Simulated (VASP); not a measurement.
## C: single point with PBE+D3(BJ)

Crystal: C.

```
CELL_PARAMETERS angstrom
1.23248 0.71157 3.36094
-1.23248 0.71157 3.36094
0.00000 -1.42315 3.36094
ATOMIC_POSITIONS crystal
C 0.16094 0.16094 0.16094
C 0.83906 0.83906 0.83906
```

- Program: VASP 6.6.1
- Task: single point
- Functional: PBE
- Dispersion: D3(BJ)
- Potentials or basis: VASP PAW PBE potentials, release 64 (C)
- Cutoff: 520 eV
- k mesh: 15 × 15 × 15
- Occupations: gaussian, width 0.05 eV
- Spin: no spin polarisation
- Dipole correction: no
- Further INCAR settings: ALGO = Normal; EDIFF = 1e-06; NBANDS = 11

```yaml
Pressure: -0.3 GPa
Largest_force: 1.883 eV/Å
Band_gap_on_the_k_mesh: 0.85 eV, direct
Dispersion_energy_per_atom: -0.156 eV
```

Forces in eV/Å, atoms in the order of the input:
```
C    0.000  0.000  1.883
C    0.000  0.000 -1.883
```

Stress tensor (GPa, compression positive):
```
 0.68  0.00  0.00
 0.00  0.68  0.00
 0.00  0.00 -2.37
```

Levels at points of the mesh, in eV from the valence-band top:
```tsv
k point	band 1	band 2	band 3	band 4	band 5	band 6	band 7	band 8
(0.00, 0.00, 0.00)	-19.17	-6.06	-2.44	-2.44	4.40	8.80	8.80	12.01
```

Run time: 66 s on 1 thread of Intel(R) Xeon(R) Platinum 8488C (Sapphire Rapids), with other jobs on the host, peak memory 0.19 GiB.

Caveat: forces of over 1 eV/Å act on the atoms, so gaps and moduli don't describe the material at rest. A k mesh can miss the band edges.
